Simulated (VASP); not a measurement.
# ZnSe (I-4m2) in VASP: notebook

The runs below take ZnSe through single point, with PBE, r2SCAN.

Program: VASP 6.6.1. These are calculated values, not measurements. Logs are shortened: lines on timing, memory, paths and dates and some standing lists are left out, and cuts for length are marked.

**1. The cell of the first run**

Symmetry: I-4m2, No. 119, tetragonal system. The conventional cell has a = 4.006 Å, b = 4.006 Å, c = 5.553 Å, α = 90.00°, β = 90.00°, γ = 90.00°. Within 3.2 Å of Zn (site symmetry -4m2) lie 4 Se at 2.44 Å. Se (site symmetry -4m2) has 4 Zn at 2.44 Å within 3.2 Å.

**2. Single point, PBE (uniaxial x strain -2.0%)**

INCAR reads:

```
ALGO = Normal
EDIFF = 1E-6
ENCUT = 520
GGA = PE
ISIF = 2
ISMEAR = -1
LASPH = True
LCHARG = False
LREAL = False
LWAVE = False
NBANDS = 16
NELM = 100
PREC = Accurate
SIGMA = 0.02
```

KPOINTS reads:

```
k-points
0
Gamma
  8 8 8
```

POSCAR reads:

```
ZnSe
1.0
    0.0000000000      2.8324206805      2.8324206805
    2.7763387510      0.0000000000      2.8324206805
    2.7763387510      2.8324206805      0.0000000000
Zn Se
1 1
Direct
    0.0000000000      0.0000000000      0.0000000000
    0.2500000000      0.2500000000      0.2500000000
```

Potentials or basis: VASP PAW PBE potentials, release 64 (Zn, Se).

The run is started by

```sh
cat potpaw_PBE.64/Zn/POTCAR potpaw_PBE.64/Se/POTCAR > POTCAR
mpirun -np 1 vasp_std > vasp.out
```

OUTCAR:

```text
EDIFF = 1E-6
   ENCUT = 520
   GGA = PE
   ISIF = 2
   ISMEAR = -1
   LASPH = True
   LREAL = False
   NELM = 100
   PREC = Accurate

 ion  position               nearest neighbor table
   1  0.000  0.000  0.000-   2 2.44   2 2.44   2 2.44   2 2.44
   2  0.250  0.250  0.250-   1 2.44   1 2.44   1 2.44   1 2.44

  LATTYP: Found a body centered tetragonal cell.
 ALAT       =     4.0056477407
 C/A-ratio  =     1.3862121338

  Lattice vectors:

 A1 = (  -2.7763387510,   0.0000000000,  -2.8324206805)
 A2 = (  -2.7763387510,   0.0000000000,   2.8324206805)
 A3 = (   2.7763387510,   2.8324206805,   0.0000000000)

Analysis of symmetry for initial positions (statically):
=====================================================================
 Subroutine PRICEL returns:
 Original cell was already a primitive cell.

 Routine SETGRP: Setting up the symmetry group for a
 body centered tetragonal supercell.

 Subroutine GETGRP returns: Found  8 space group operations
 (whereof  8 operations were pure point group operations)
 out of a pool of 16 trial point group operations.

The static configuration has the point symmetry D_2d.

Analysis of symmetry for dynamics (positions and initial velocities):
=====================================================================
 Subroutine PRICEL returns:
 Original cell was already a primitive cell.

 Routine SETGRP: Setting up the symmetry group for a
 body centered tetragonal supercell.

 Subroutine GETGRP returns: Found  8 space group operations
 (whereof  8 operations were pure point group operations)
 out of a pool of 16 trial point group operations.

The dynamic configuration has the point symmetry D_2d.

 Subroutine INISYM returns: Found  8 space group operations
 (whereof  8 operations are pure point group operations),
 and found     1 'primitive' translations

----------------------------------------------------------------------------------------

                                     Primitive cell

  volume of cell :      44.5469

  direct lattice vectors                    reciprocal lattice vectors
     0.000000000  2.832420680  2.832420680    -0.180093297  0.176527450  0.176527450
     2.776338751  0.000000000  2.832420680     0.180093297 -0.176527450  0.176527450
     2.776338751  2.832420680  0.000000000     0.180093297  0.176527450 -0.176527450

  length of vectors
     4.005647741  3.966190083  3.966190083     0.307827024  0.307827024  0.307827024

  position of ions in fractional coordinates (direct lattice)
     0.000000000  0.000000000  0.000000000
     0.250000000  0.250000000  0.250000000

  ion indices of the primitive-cell ions
   primitive index   ion index
                 1           1
                 2           2

----------------------------------------------------------------------------------------

 KPOINTS: k-points

Automatic generation of k-mesh.
 Grid dimensions read from file:
 generate k-points for:    8    8    8

 Generating k-lattice:

  Cartesian coordinates                     Fractional coordinates (reciprocal lattice)
    -0.022511662  0.022065931  0.022065931     0.125000000  0.000000000  0.000000000
     0.022511662 -0.022065931  0.022065931     0.000000000  0.125000000  0.000000000
     0.022511662  0.022065931 -0.022065931     0.000000000  0.000000000  0.125000000

  Length of vectors
     0.038478378  0.038478378  0.038478378

  Shift w.r.t. Gamma in fractional coordinates (k-lattice)
     0.000000000  0.000000000  0.000000000

 Subroutine IBZKPT returns following result:
 ===========================================

 Found     59 irreducible k-points:

 Following reciprocal coordinates:
            Coordinates               Weight
  0.000000  0.000000  0.000000      1.000000
  0.125000  0.000000  0.000000      8.000000
  0.250000  0.000000  0.000000      8.000000
  0.375000  0.000000  0.000000      8.000000
  0.500000  0.000000  0.000000      4.000000
  0.125000  0.125000  0.000000      4.000000
[... 16 lines left out ...]
  0.250000  0.125000  0.125000      4.000000
  0.375000  0.125000  0.125000      8.000000
 [... further k-points ...]
   k-points           NKPTS =     59   k-points in BZ     NKDIM =     59   number of bands    NBANDS=     16
   number of dos      NEDOS =    301   number of ions     NIONS =      2
   total plane-waves  NPLWV =  27000
   dimension x,y,z NGX =    30 NGY =   30 NGZ =   30
   dimension x,y,z NGXF=    60 NGYF=   60 NGZF=   60
   ions per type =               1   1
   NGX,Y,Z   is equivalent  to a cutoff of  12.45, 12.57, 12.57 a.u.
   NGXF,Y,Z  is equivalent  to a cutoff of  24.90, 25.15, 25.15 a.u.
 SYSTEM =  unknown system
   PREC   = accura    normal or accurate (medium, high low for compatibility)
   ISTART =      0    job   : 0-new  1-cont  2-samecut
   ICHARG =      2    charge: 1-file 2-atom 10-const
   ISPIN  =      1    spin polarized calculation?
   LNONCOLLINEAR =      F non collinear calculations
   LSORBIT =      F    spin-orbit coupling
   LASPH  =      T    aspherical Exc in radial PAW
   ENCUT  =  520.0 eV  38.22 Ry    6.18 a.u.   7.45  7.37  7.37*2*pi/ulx,y,z
   NELM   =    100;   NELMIN=  2; NELMDL= -5     # of ELM steps
   EDIFF  = 0.1E-05   stopping-criterion for ELM
   LREAL  =      F    real-space projection
   EDIFFG = 0.1E-04   stopping-criterion for IOM
   NSW    =      0    number of steps for IOM
   IBRION =     -1    ionic relax: 0-MD 1-quasi-New 2-CG
   NFREE  =      0    steps in history (QN), initial steepest desc. (CG)
   ISIF   =      2    stress and relaxation
   ISYM   =      2    0-nonsym 1-usesym 2-fastsym
   POTIM  = 0.5000    time-step for ionic-motion
   TEBEG  =    0.0;   TEEND  =   0.0 temperature during run
   PSTRESS=    0.0 pullay stress
   NELECT =      18.0000    total number of electrons
   NUPDOWN=      -1.0000    fix difference up-down
   EMIN   =  10.00;   EMAX   =-10.00  energy-range for DOS
   EFERMI =   0.00;   METHOD = LEGACY
   ISMEAR =    -1;   SIGMA  =   0.02  broadening in eV -4-tet -1-fermi 0-gaus
   EFERMI_NEDOS =   21; number of points for ismear=-14 and -15
   IALGO  =     38    algorithm
   IMIX   =      4    mixing-type and parameters
     AMIX     =   0.40;   BMIX     =  1.00
     AMIX_MAG =   1.60;   BMIX_MAG =  1.00
  volume/ion in A,a.u.               =      22.27       150.31
  Fermi-wavevector in a.u.,A,eV,Ry     =   1.210300  2.287135 19.930167  1.464826
  Thomas-Fermi vector in A             =   2.345851
   LORBIT       =      0    0 simple, 1 ext, 2 COOP (PROOUT), +10 PAW based schemes
   GGA     = PE    functional components
   LHFCALC =     F    Hartree Fock is set to
   AEXX    =    0.0000 exact exchange contribution
   IVDW    =     0    specifies the selected vdW correction
   LEPSILON=     F    determine dielectric tensor
   LRPA    =     F    only Hartree local field effects (RPA)
 non-spin polarized calculation
  energy-cutoff  :      520.00
  volume of cell :       44.55
 maximum number of plane-waves:      1235
 NGX is ok and might be reduce to    30
   NGX = 15   NGY = 15   NGZ = 15

 number of electron      17.9999995 magnetization

 Free energy of the ion-electron system (eV)
  ---------------------------------------------------
  ext. energy  EPLUGINS =         0.00000000
  ---------------------------------------------------
  free energy    TOTEN  =        -6.00032577 eV

  energy without entropy =       -6.00032577  energy(sigma->0) =       -6.00032577

 E-fermi :   2.2370     XC(G=0):  -9.4208

 val. band max:        1.8470727310   @ k =   0.0000   0.0000   0.0000
 cond. band min:       3.1753457081   @ k =   0.0000   0.0000   0.0000
 fundamental gap:      1.3282729771
 Fermi energy:         2.2369597006

 k-point     1 :       0.0000    0.0000    0.0000
  band No.  band energies     occupation
      1     -11.5988      2.00000
      2      -4.8296      2.00000
      3      -4.8296      2.00000
      4      -4.8207      2.00000
      5      -4.4395      2.00000
      6      -4.4357      2.00000
[... 8 lines left out ...]
     15      13.1241      0.00000
     16      13.4725      0.00000

 k-point     2 :       0.1250    0.0000    0.0000
  band No.  band energies     occupation
      1     -11.4939      2.00000
      2      -4.8223      2.00000
      3      -4.8133      2.00000
      4      -4.8056      2.00000
      5      -4.4405      2.00000
      6      -4.4376      2.00000
[... 8 lines left out ...]
     15      12.5736      0.00000
     16      12.7241      0.00000

 k-point     3 :       0.2500    0.0000    0.0000
  band No.  band energies     occupation
      1     -11.2208      2.00000
      2      -4.7779      2.00000
      3      -4.7737      2.00000
      4      -4.7638      2.00000
      5      -4.4375      2.00000
      6      -4.4375      2.00000
[... 8 lines left out ...]
     15      12.2656      0.00000
     16      12.6140      0.00000

 k-point     4 :       0.3750    0.0000    0.0000
  band No.  band energies     occupation
      1     -10.9127      2.00000
      2      -4.7500      2.00000
      3      -4.7390      2.00000
      4      -4.5700      2.00000
      5      -4.4279      2.00000
      6      -4.4242      2.00000
[... 8 lines left out ...]
     15      13.3892      0.00000
     16      13.4490      0.00000

 k-point     5 :       0.5000    0.0000    0.0000
  band No.  band energies     occupation
      1     -10.7720      2.00000
      2      -4.7412      2.00000
      3      -4.7290      2.00000
      4      -4.4216      2.00000
      5      -4.4151      2.00000
      6      -4.2714      2.00000
[... 8 lines left out ...]
     15      14.8985      0.00000
     16      15.0847      0.00000

 k-point     6 :       0.1250    0.1250    0.0000
  band No.  band energies     occupation
      1     -11.4605      2.00000
      2      -4.8397      2.00000
      3      -4.7988      2.00000
      4      -4.7886      2.00000
      5      -4.4509      2.00000
      6      -4.4294      2.00000
[... 8 lines left out ...]
     15      13.1004      0.00000
     16      13.5947      0.00000

 k-point     7 :       0.2500    0.1250    0.0000
  band No.  band energies     occupation
      1     -11.2438      2.00000
      2      -4.8236      2.00000
      3      -4.7594      2.00000
      4      -4.7478      2.00000
      5      -4.4567      2.00000
      6      -4.4232      2.00000
[... 8 lines left out ...]
     15      13.3919      0.00000
     16      14.0200      0.00000

 k-point     8 :       0.3750    0.1250   -0.0000
  band No.  band energies     occupation
      1     -10.9428      2.00000
      2      -4.7634      2.00000
      3      -4.7199      2.00000
      4      -4.6481      2.00000
      5      -4.4373      2.00000
      6      -4.4158      2.00000
[... 8 lines left out ...]
     15      13.5918      0.00000
     16      14.1671      0.00000

 k-point     9 :       0.5000    0.1250    0.0000
  band No.  band energies     occupation
      1     -10.7370      2.00000
      2      -4.7384      2.00000
      3      -4.7066      2.00000
      4      -4.4632      2.00000
      5      -4.4179      2.00000
      6      -4.2962      2.00000
[... 8 lines left out ...]
     15      14.3054      0.00000
     16      14.9687      0.00000
[... 172 lines left out ...]
 k-point    19 :       0.5000    0.3750    0.0000
  band No.  band energies     occupation
      1     -10.5460      2.00000
      2      -4.7830      2.00000
      3      -4.5872      2.00000
      4      -4.5637      2.00000
      5      -4.3970      2.00000
      6      -4.2761      2.00000
[... 8 lines left out ...]
     15      15.4816      0.00000
     16      16.2605      0.00000

 k-point    20 :      -0.3750    0.3750    0.0000
  band No.  band energies     occupation
      1     -10.5179      2.00000
      2      -4.7418      2.00000
      3      -4.6052      2.00000
      4      -4.5142      2.00000
      5      -4.4164      2.00000
      6      -4.1631      2.00000
[... 8 lines left out ...]
     15      13.8944      0.00000
     16      17.2799      0.00000

 k-point    21 :       0.5000    0.5000    0.0000
  band No.  band energies     occupation
      1     -10.5012      2.00000
      2      -4.8073      2.00000
      3      -4.5684      2.00000
      4      -4.5501      2.00000
      5      -4.3878      2.00000
      6      -4.2593      2.00000
[... 8 lines left out ...]
     15      15.7564      0.00000
     16      16.2379      0.00000

 k-point    22 :       0.0000    0.1250    0.1250
  band No.  band energies     occupation
      1     -11.4556      2.00000
      2      -4.8321      2.00000
      3      -4.7988      2.00000
      4      -4.7988      2.00000
      5      -4.4473      2.00000
      6      -4.4314      2.00000
[... 8 lines left out ...]
     15      13.2094      0.00000
     16      13.3545      0.00000

 k-point    23 :       0.2500    0.1250    0.1250
  band No.  band energies     occupation
      1     -11.3349      2.00000
      2      -4.8079      2.00000
      3      -4.7936      2.00000
      4      -4.7701      2.00000
      5      -4.4503      2.00000
      6      -4.4304      2.00000
[... 8 lines left out ...]
     15      12.4503      0.00000
     16      13.8516      0.00000

 k-point    24 :       0.3750    0.1250    0.1250
  band No.  band energies     occupation
      1     -11.0464      2.00000
      2      -4.7552      2.00000
      3      -4.7420      2.00000
      4      -4.7072      2.00000
      5      -4.4495      2.00000
      6      -4.4206      2.00000
[... 8 lines left out ...]
     15      13.1896      0.00000
     16      14.3772      0.00000

 [... further k-points ...]
[... 5 lines left out ...]
  --------------------------------------------------------------------------------------
  -------------------------------------------------------------------------------------
  Total        1.1816370      1.0065385      1.0065385      0.0000000      0.0000000      0.0000000
  in kB       42.4988045     36.2012038     36.2012038      0.0000000      0.0000000      0.0000000
  external PRESSURE =      38.3004040 kB  Pullay stress =       0.0000000 kB

 VOLUME and BASIS-vectors are now :
 -----------------------------------------------------------------------------
  energy-cutoff  :      520.00
  volume of cell :       44.55
      direct lattice vectors                 reciprocal lattice vectors
     0.000000000  2.832420680  2.832420680    -0.180093297  0.176527450  0.176527450
     2.776338751  0.000000000  2.832420680     0.180093297 -0.176527450  0.176527450
     2.776338751  2.832420680  0.000000000     0.180093297  0.176527450 -0.176527450

 POSITION                                       TOTAL-FORCE (eV/Angst)
 -----------------------------------------------------------------------------------
      0.00000      0.00000      0.00000        -0.000000      0.000000      0.000000
      1.38817      1.41621      1.41621         0.000000     -0.000000     -0.000000
 -----------------------------------------------------------------------------------
    total drift:                               -0.000000     -0.000000     -0.000000

  FREE ENERGIE OF THE ION-ELECTRON SYSTEM (eV)
  ---------------------------------------------------
  free  energy   TOTEN  =        -6.0003257720 eV

  energy  without entropy=       -6.0003257720  energy(sigma->0) =       -6.00032577
```

It took 30 s on 1 thread of Intel Xeon Platinum 8375C at 2.90GHz (Ice Lake), shared host; peak memory 0.19 GiB.

What came out:

```
Free energy            : -6.0003 eV
Pressure               : 3.8 GPa
Band gap on the k mesh : 1.33 eV, direct
```

Caveat: the cell differs from its parent crystal (uniaxial x strain -2.0%).

(Continued in part 2 of 2.)
